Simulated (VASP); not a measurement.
# CdSe (P6_3mc) in VASP: relaxation of shape and atoms at fixed volume with PBE

Aim: the relaxation of shape and atoms at fixed volume of CdSe with PBE.

Everything below comes from runs of VASP 6.6.1. Logs are shortened: lines on timing, memory, paths and dates and some standing lists are left out, and cuts for length are marked.

### Step 1. The cell of the first run

The structure is hexagonal, space group P6_3mc (No. 186). The conventional cell has a = 4.524 Å, b = 4.524 Å, c = 7.387 Å, α = 90.00°, β = 90.00°, γ = 120.00°. Cd (site symmetry 3m) has 4 Se at 2.77 to 2.78 Å within 3.6 Å. Within 3.6 Å of Se (site symmetry 3m) lie 4 Cd at 2.77 to 2.78 Å.

### Step 2. Relaxation of shape and atoms at fixed volume, PBE (32.73 Å³/atom)

The input, INCAR:

```
  PREC = Accurate
  ENCUT = 600
  EDIFF = 1E-6
  ISMEAR = 0
  SIGMA = 0.02
  LREAL = F
  LASPH = T
  NELM = 100
  ALGO = Normal
  ISIF = 4
  LWAVE = F
  LCHARG = F
  GGA = PE
  IBRION = 2
  NSW = 50
  EDIFFG = -0.01
```

The input, KPOINTS:

```
Automatic mesh
0
Gamma
  9 9 6
```

The input, POSCAR:

```
CdSe
1.0
    4.5240242469      0.0000000000      0.0000000000
   -2.2620121235      3.9179199252      0.0000000000
    0.0000000000      0.0000000000      7.3866127878
Cd Se
2 2
Direct
    0.3333333333      0.6666666667      0.0046130448
    0.6666666667      0.3333333333      0.5046130448
    0.3333333333      0.6666666667      0.3803869552
    0.6666666667      0.3333333333      0.8803869552
```

Potentials or basis: VASP PAW PBE potentials, release 64 (Cd, Se).

The run is started by

```bash
cat potpaw_PBE.64/Cd/POTCAR potpaw_PBE.64/Se/POTCAR > POTCAR
mpirun -np 1 vasp_std > vasp.out
```

OUTCAR:

```text
PREC = Accurate
   ENCUT = 600
   EDIFF = 1E-6
   ISMEAR = 0
   LREAL = F
   LASPH = T
   NELM = 100
   ISIF = 4
   GGA = PE
   IBRION = 2
   NSW = 50
   EDIFFG = -0.01

 ion  position               nearest neighbor table
   1  0.333  0.667  0.005-   4 2.77   4 2.77   4 2.77   3 2.78
   2  0.667  0.333  0.505-   3 2.77   3 2.77   3 2.77   4 2.78
   3  0.333  0.667  0.380-   2 2.77   2 2.77   2 2.77   1 2.78
   4  0.667  0.333  0.880-   1 2.77   1 2.77   1 2.77   2 2.78

  LATTYP: Found a hexagonal cell.
 ALAT       =     4.5240242469
 C/A-ratio  =     1.6327526964

  Lattice vectors:

 A1 = (   4.5240242469,   0.0000000000,   0.0000000000)
 A2 = (  -2.2620121235,   3.9179199252,   0.0000000000)
 A3 = (   0.0000000000,   0.0000000000,   7.3866127878)

Analysis of symmetry for initial positions (statically):
=====================================================================
 Subroutine PRICEL returns:
 Original cell was already a primitive cell.

 Routine SETGRP: Setting up the symmetry group for a
 hexagonal supercell.

 Subroutine GETGRP returns: Found 12 space group operations
 (whereof  6 operations were pure point group operations)
 out of a pool of 24 trial point group operations.

The static configuration has the point symmetry C_3v.
 The point group associated with its full space group is C_6v.

Analysis of symmetry for dynamics (positions and initial velocities):
=====================================================================
 Subroutine PRICEL returns:
 Original cell was already a primitive cell.

 Routine SETGRP: Setting up the symmetry group for a
 hexagonal supercell.

 Subroutine GETGRP returns: Found 12 space group operations
 (whereof  6 operations were pure point group operations)
 out of a pool of 24 trial point group operations.

The dynamic configuration has the point symmetry C_3v.
 The point group associated with its full space group is C_6v.

 Subroutine INISYM returns: Found 12 space group operations
 (whereof  6 operations are pure point group operations),
 and found     1 'primitive' translations

----------------------------------------------------------------------------------------

                                     Primitive cell

  volume of cell :     130.9260

  direct lattice vectors                    reciprocal lattice vectors
     4.524024247  0.000000000  0.000000000     0.221042140  0.127618739  0.000000000
    -2.262012123  3.917919925  0.000000000     0.000000000  0.255237478  0.000000000
     0.000000000  0.000000000  7.386612788     0.000000000  0.000000000  0.135380049

  length of vectors
     4.524024247  4.524024247  7.386612788     0.255237478  0.255237478  0.135380049

  position of ions in fractional coordinates (direct lattice)
     0.333333333  0.666666667  0.004613045
     0.666666667  0.333333333  0.504613045
     0.333333333  0.666666667  0.380386955
     0.666666667  0.333333333  0.880386955

  ion indices of the primitive-cell ions
   primitive index   ion index
                 1           1
                 2           2
                 3           3
                 4           4

----------------------------------------------------------------------------------------

 KPOINTS: Automatic mesh

Automatic generation of k-mesh.
 Grid dimensions read from file:
 generate k-points for:    9    9    6

 Generating k-lattice:

  Cartesian coordinates                     Fractional coordinates (reciprocal lattice)
     0.024560238  0.014179860  0.000000000     0.111111111 -0.000000000  0.000000000
     0.000000000  0.028359720  0.000000000     0.000000000  0.111111111  0.000000000
     0.000000000  0.000000000  0.022563341     0.000000000  0.000000000  0.166666667

  Length of vectors
     0.028359720  0.028359720  0.022563341

  Shift w.r.t. Gamma in fractional coordinates (k-lattice)
     0.000000000  0.000000000  0.000000000

 Subroutine IBZKPT returns following result:
 ===========================================

 Found     48 irreducible k-points:

 Following reciprocal coordinates:
            Coordinates               Weight
  0.000000  0.000000  0.000000      1.000000
  0.111111  0.000000  0.000000      6.000000
  0.222222 -0.000000  0.000000      6.000000
  0.333333  0.000000  0.000000      6.000000
  0.444444 -0.000000  0.000000      6.000000
  0.111111  0.111111  0.000000      6.000000
[... 16 lines left out ...]
  0.333333  0.222222  0.166667     24.000000
  0.333333  0.333333  0.166667      4.000000
 [... further k-points ...]
   k-points           NKPTS =     48   k-points in BZ     NKDIM =     48   number of bands    NBANDS=     22
   number of dos      NEDOS =    301   number of ions     NIONS =      4
   total plane-waves  NPLWV =  77760
   dimension x,y,z NGX =    36 NGY =   36 NGZ =   60
   dimension x,y,z NGXF=    72 NGYF=   72 NGZF=  120
   ions per type =               2   2
   NGX,Y,Z   is equivalent  to a cutoff of  13.23, 13.23, 13.50 a.u.
   NGXF,Y,Z  is equivalent  to a cutoff of  26.46, 26.46, 27.01 a.u.
 SYSTEM =  unknown system
   PREC   = accura    normal or accurate (medium, high low for compatibility)
   ISTART =      0    job   : 0-new  1-cont  2-samecut
   ICHARG =      2    charge: 1-file 2-atom 10-const
   ISPIN  =      1    spin polarized calculation?
   LNONCOLLINEAR =      F non collinear calculations
   LSORBIT =      F    spin-orbit coupling
   LASPH  =      T    aspherical Exc in radial PAW
   ENCUT  =  600.0 eV  44.10 Ry    6.64 a.u.   9.04  9.04 14.75*2*pi/ulx,y,z
   NELM   =    100;   NELMIN=  2; NELMDL= -5     # of ELM steps
   EDIFF  = 0.1E-05   stopping-criterion for ELM
   LREAL  =      F    real-space projection
   EDIFFG = -.1E-01   stopping-criterion for IOM
   NSW    =     50    number of steps for IOM
   IBRION =      2    ionic relax: 0-MD 1-quasi-New 2-CG
   NFREE  =      1    steps in history (QN), initial steepest desc. (CG)
   ISIF   =      4    stress and relaxation
   ISYM   =      2    0-nonsym 1-usesym 2-fastsym
   POTIM  = 0.5000    time-step for ionic-motion
   TEBEG  =    0.0;   TEEND  =   0.0 temperature during run
   PSTRESS=    0.0 pullay stress
   NELECT =      36.0000    total number of electrons
   NUPDOWN=      -1.0000    fix difference up-down
   EMIN   =  10.00;   EMAX   =-10.00  energy-range for DOS
   EFERMI =   0.00;   METHOD = LEGACY
   ISMEAR =     0;   SIGMA  =   0.02  broadening in eV -4-tet -1-fermi 0-gaus
   EFERMI_NEDOS =   21; number of points for ismear=-14 and -15
   IALGO  =     38    algorithm
   IMIX   =      4    mixing-type and parameters
     AMIX     =   0.40;   BMIX     =  1.00
     AMIX_MAG =   1.60;   BMIX_MAG =  1.00
  volume/ion in A,a.u.               =      32.73       220.88
  Fermi-wavevector in a.u.,A,eV,Ry     =   1.064552  2.011712 15.419100  1.133272
  Thomas-Fermi vector in A             =   2.200075
   LORBIT       =      0    0 simple, 1 ext, 2 COOP (PROOUT), +10 PAW based schemes
   GGA     = PE    functional components
   LHFCALC =     F    Hartree Fock is set to
   AEXX    =    0.0000 exact exchange contribution
   IVDW    =     0    specifies the selected vdW correction
   LEPSILON=     F    determine dielectric tensor
   LRPA    =     F    only Hartree local field effects (RPA)
 conjugate gradient relaxation of ions
 non-spin polarized calculation
 Gauss-broadening in eV      SIGMA  =   0.02
  energy-cutoff  :      600.00
  volume of cell :      130.93
 maximum number of plane-waves:      4398
   NGX = 19   NGY = 19   NGZ = 29

 number of electron      35.9999985 magnetization

 Free energy of the ion-electron system (eV)
  ---------------------------------------------------
  ext. energy  EPLUGINS =         0.00000000
  ---------------------------------------------------
  free energy    TOTEN  =       -10.87170131 eV

  energy without entropy =      -10.87170131  energy(sigma->0) =      -10.87170131

 E-fermi :  -0.0323     XC(G=0):  -8.2097

 val. band max:       -0.1391942325   @ k =   0.0000   0.0000   0.0000
 cond. band min:       0.1943244443   @ k =   0.0000   0.0000   0.0000
 fundamental gap:      0.3335186768
 Fermi energy:        -0.0322876323

 k-point     1 :       0.0000    0.0000    0.0000
  band No.  band energies     occupation
      1     -12.0058      2.00000
      2     -11.7485      2.00000
      3      -7.6829      2.00000
      4      -7.6791      2.00000
      5      -7.6791      2.00000
      6      -7.6361      2.00000
[... 14 lines left out ...]
     21       5.6775      0.00000
     22       5.6775      0.00000

 k-point     2 :       0.1111    0.0000    0.0000
  band No.  band energies     occupation
      1     -11.9795      2.00000
      2     -11.7364      2.00000
      3      -7.6754      2.00000
      4      -7.6703      2.00000
      5      -7.6551      2.00000
      6      -7.6248      2.00000
[... 14 lines left out ...]
     21       5.3241      0.00000
     22       5.8307      0.00000

 k-point     3 :       0.2222   -0.0000    0.0000
  band No.  band energies     occupation
      1     -11.9106      2.00000
      2     -11.7074      2.00000
      3      -7.6559      2.00000
      4      -7.6499      2.00000
      5      -7.5998      2.00000
      6      -7.5943      2.00000
[... 14 lines left out ...]
     21       4.9343      0.00000
     22       5.7517      0.00000
[... 476 lines left out ...]
 k-point    23 :       0.3333    0.2222    0.1667
  band No.  band energies     occupation
      1     -11.7242      2.00000
      2     -11.6751      2.00000
      3      -7.6281      2.00000
      4      -7.5947      2.00000
      5      -7.5554      2.00000
      6      -7.5429      2.00000
[... 14 lines left out ...]
     21       4.6996      0.00000
     22       5.4905      0.00000

 k-point    24 :       0.3333    0.3333    0.1667
  band No.  band energies     occupation
      1     -11.6901      2.00000
      2     -11.6901      2.00000
      3      -7.6304      2.00000
      4      -7.5688      2.00000
      5      -7.5688      2.00000
      6      -7.5404      2.00000
[... 14 lines left out ...]
     21       4.5297      0.00000
     22       6.1485      0.00000

 [... further k-points ...]

------------------------ aborting loop because EDIFF is reached ----------------------------------------

  FORCE on cell =-STRESS in cart. coord.  units (eV):
  Direction    XX          YY          ZZ          XY          YZ          ZX
  --------------------------------------------------------------------------------------
  -------------------------------------------------------------------------------------
  Total       -2.6709488     -2.6709488     -2.6820427      0.0000000      0.0000000      0.0000000
  in kB      -32.6851385    -32.6851385    -32.8208981      0.0000000      0.0000000      0.0000000
  external PRESSURE =     -32.7303917 kB  Pullay stress =       0.0000000 kB

 VOLUME and BASIS-vectors are now :
 -----------------------------------------------------------------------------
  energy-cutoff  :      600.00
  volume of cell :      130.93
      direct lattice vectors                 reciprocal lattice vectors
     4.524024247  0.000000000  0.000000000     0.221042140  0.127618739  0.000000000
    -2.262012123  3.917919925  0.000000000     0.000000000  0.255237478  0.000000000
     0.000000000  0.000000000  7.386612788     0.000000000  0.000000000  0.135380049

 POSITION                                       TOTAL-FORCE (eV/Angst)
 -----------------------------------------------------------------------------------
     -0.00000      2.61195      0.03407        -0.000000      0.000000     -0.004839
      2.26201      1.30597      3.72738         0.000000     -0.000000     -0.004839
     -0.00000      2.61195      2.80977        -0.000000      0.000000      0.004839
      2.26201      1.30597      6.50308         0.000000     -0.000000      0.004839
 -----------------------------------------------------------------------------------
    total drift:                               -0.000000      0.000000     -0.000469

  FREE ENERGIE OF THE ION-ELECTRON SYSTEM (eV)
  ---------------------------------------------------
  free  energy   TOTEN  =       -10.8717013092 eV

  energy  without entropy=      -10.8717013092  energy(sigma->0) =      -10.87170131

 reached required accuracy - stopping structural energy minimisation
```

Run time: 1.8 min. Hardware: 1 thread of Intel Xeon Platinum 8488C (Sapphire Rapids), shared host; peak memory 0.36 GiB.

What came out:

* Free energy: -10.8717 eV
* Pressure after relaxing: -3.3 GPa
* Largest force after relaxing: 0.005 eV/Å
* Band gap on the k mesh: 0.33 eV

Forces in eV/Å, atoms in the order of the input:
```
Cd   0.000  0.000 -0.005
Cd   0.000  0.000 -0.005
Se   0.000  0.000  0.005
Se   0.000  0.000  0.005
```

Final structure:
```xyz
4
Lattice="4.5240 0.0000 0.0000 -2.2620 3.9179 0.0000 0.0000 0.0000 7.3866" Properties=species:S:1:pos:R:3 pbc="T T T"
Cd    0.0000    2.6119    0.0341
Cd    2.2620    1.3060    3.7274
Se    0.0000    2.6119    2.8098
Se    2.2620    1.3060    6.5031
```

Levels at points of the mesh, in eV from the valence-band top:
```csv
k point,band 14,band 15,band 16,band 17,band 18,band 19,band 20,band 21,band 22
"(0.00, 0.00, 0.00)",-0.57,-0.57,-0.03,0.00,0.00,0.33,2.02,5.82,5.82
"(0.00, 0.00, 0.50)",-2.31,-0.30,-0.30,-0.30,-0.30,2.05,2.05,5.60,5.60
```

Caveat: the relaxation stopped at its first step, so nothing moved; semilocal functionals underestimate gaps, and a narrow one can read as zero.
